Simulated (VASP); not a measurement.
A run of VASP 6.6.1:

File INCAR:

```
PREC = Accurate ; ENCUT = 520
EDIFF = 1E-6 ; ISMEAR = 0
SIGMA = 0.1 ; LREAL = False
LASPH = True ; NELM = 150
ALGO = Normal ; ISIF = 2
LWAVE = False ; LCHARG = False
ISPIN = 2 ; MAGMOM = 0 0 0 0 0.59 0.59
LORBIT = 11 ; LMAXMIX = 4
GGA = PS ; NBANDS = 46
```

The input KPOINTS:

```
regular mesh
0
Gamma
  5 5 5
```

The input POSCAR:

```
Ti2Co
1.0
    0.0000000000      3.3650000000      3.3650000000
    3.3650000000      0.0000000000      3.3650000000
    3.3650000000      3.3650000000      0.0000000000
Ti Co
4 2
Direct
    0.1250000000      0.1250000000      0.1250000000
    0.6250000000      0.1250000000      0.1250000000
    0.1250000000      0.1250000000      0.6250000000
    0.1250000000      0.6250000000      0.1250000000
    0.5000000000      0.5000000000      0.5000000000
    0.7500000000      0.7500000000      0.7500000000
```

Potentials or basis: VASP PAW PBE potentials, release 64 (Ti_sv, Co).

The run is started by

```console
$ cat potpaw_PBE.64/Ti_sv/POTCAR potpaw_PBE.64/Co/POTCAR > POTCAR
$ mpirun -np 1 vasp_std > vasp.out
```

Hardware: 1 thread of Intel Xeon 6975P-C, with other jobs on the host.

Task: How long does it take, and how much memory?

Result: Run time: 2.2 min on 1 thread of Intel Xeon 6975P-C, on a shared host, peak memory 0.26 GiB. Counts: scf iterations 20, k points 10.
